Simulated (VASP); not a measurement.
**AlGa2N3: relaxation of cell and atoms with PBE**

AlGa2N3:

```xyz
12
Lattice="3.1619 0.0101 -0.0310 -0.0201 -6.2839 -0.0292 -1.5103 1.5350 -6.6428" Properties=species:S:1:pos:R:3 pbc="T T T"
Al    1.3627   -4.8835   -0.1790
Al    1.3826   -1.7650    0.0730
Ga    0.4875   -3.2619   -2.3665
Ga    0.0292    0.0637   -2.1449
Ga    1.3369   -4.5975   -4.5319
Ga    1.6067   -1.4516   -4.5665
N     0.1232   -4.7663   -1.1271
N    -0.1083   -1.5578   -0.7610
N     0.1631   -4.5228   -5.6830
N     0.3137   -1.2175   -5.6070
N     1.7185   -3.3943   -3.3890
N     1.2973   -0.1894   -3.2840
```

```
Program                : VASP 6.6.1
Task                   : relaxation of cell and atoms
Functional             : PBE
Potentials or basis    : VASP PAW PBE potentials, release 64 (Al, Ga_d, N)
Cutoff                 : 600 eV
k mesh                 : 4 × 2 × 4
Occupations            : gaussian, width 0.1 eV
Spin                   : no spin polarisation
Dipole correction      : no
Further INCAR settings : ALGO = Normal; EDIFF = 1e-06; IBRION = 2; EDIFFG = -0.025; NSW = 80; ISIF = 3
```

| Item | Value |
| --- | --- |
| Relaxed volume | 11.37 Å³/atom |
| Relaxed cell | a = 3.188 Å, b = 6.376 Å, c = 7.083 Å, α = 103.02°, β = 103.02°, γ = 89.98° |
| Space group after relaxing (to 0.05 Å) | I-4m2 (No. 119) |
| Energy gained by relaxing | 1042.9 meV/atom |
| Ionic steps | 26 |
| Pressure after relaxing | 0.0 GPa |
| Largest force after relaxing | 0.018 eV/Å |
| Band gap on the k mesh | 2.25 eV, direct |

Forces in eV/Å, atoms in the order of the input:
```
Al   0.001 -0.012 -0.008
Al   0.000  0.007 -0.006
Ga  -0.004 -0.004  0.006
Ga   0.009  0.008  0.005
Ga  -0.007 -0.012  0.004
Ga  -0.007 -0.002 -0.008
N    0.000 -0.007 -0.005
N   -0.009  0.007  0.002
N   -0.004  0.000  0.003
N    0.013  0.009  0.009
N   -0.006 -0.003  0.000
N    0.015  0.009 -0.004
```

The path:
```tsv
step	energy change (eV)	largest force (eV/Å)	pressure (GPa)	volume (Å³)
1	0.0000	17.4051	40.78	132.42
2	-1.3591	3.2078	-20.18	192.60
3	-3.3996	3.6456	-19.41	181.81
4	-4.8868	4.1292	-18.09	173.61
5	-7.7112	5.7604	-8.00	152.22
6	-7.6599	6.8919	0.92	144.76
7	-7.8101	6.2912	-4.73	149.09
8	-10.6346	2.8534	-10.84	148.76
9	-10.6508	2.8175	-11.11	148.80
10	-11.7879	2.0027	4.60	133.58
11	-11.8498	1.6806	0.88	136.14
12	-12.1790	0.8517	0.92	135.60
13	-12.1901	0.9554	1.12	135.47
14	-12.3324	0.7336	-0.32	136.60
15	-12.3593	0.7438	-1.16	137.36
16	-12.4607	0.3475	-0.11	136.56
17	-12.4746	0.5169	0.50	136.14
18	-12.5008	0.2172	-0.14	136.62
19	-12.5009	0.1862	-0.12	136.59
20	-12.5093	0.1051	-0.05	136.53
21	-12.5097	0.1263	-0.02	136.51
22	-12.5133	0.0853	0.05	136.46
23	-12.5135	0.1058	0.07	136.45
24	-12.5147	0.0364	-0.08	136.54
25	-12.5147	0.0367	-0.05	136.54
26	-12.5150	0.0181	0.04	136.47
```

Final structure:
```
Al Ga N
1.0
     3.18788   -0.00099    0.00070
     0.00055   -6.37614    0.00006
    -1.59331    1.59521   -6.71423
Al Ga N
2 4 6
Direct
  0.49983 0.74990 0.99998
  0.50028 0.25011 0.99995
  0.16532 0.58232 0.32922
  0.16343 0.08236 0.32909
  0.83595 0.91762 0.67093
  0.83522 0.41763 0.67078
  0.07817 0.78908 0.15664
  0.07873 0.28929 0.15665
  0.42218 0.96086 0.84343
  0.42126 0.46090 0.84333
  0.75077 0.62496 0.50004
  0.74886 0.12499 0.49996
```

Levels at points of the mesh, in eV from the valence-band top:
```
           k point  band 41  band 42  band 43  band 44  band 45  band 46  band 47  band 48
(0.00, 0.00, 0.00)    -0.69    -0.11     0.00     0.00     2.25     4.45     4.49     5.04
(0.50, 0.00, 0.00)    -1.15    -0.78    -0.78    -0.69     3.29     5.04     5.20     5.35
(0.00, 0.50, 0.00)    -0.80    -0.80    -0.19    -0.19     4.29     4.29     5.54     5.54
(0.50, 0.50, 0.00)    -1.63    -1.63    -1.50    -1.50     5.00     5.00     5.52     5.52
(0.00, 0.00, 0.50)    -0.78    -0.69    -0.50    -0.50     3.29     4.24     4.46     5.04
(0.50, 0.00, 0.50)    -1.15    -0.79    -0.78    -0.69     3.30     5.04     5.20     5.35
(0.00, 0.50, 0.50)    -0.44    -0.44    -0.39    -0.39     4.42     4.42     5.05     5.05
(0.50, 0.50, 0.50)    -1.63    -1.63    -1.50    -1.50     5.00     5.00     5.51     5.52
```

Run time: 60 min on 1 thread of Intel(R) Xeon(R) Platinum 8259CL CPU @ 2.50GHz (Skylake/Cascade Lake), on a shared host, peak memory 0.36 GiB.

Caveat: the k points lie up to 0.51 Å⁻¹ apart in the final cell. A hybrid or GW would open this gap; PBE tends to underestimate it.
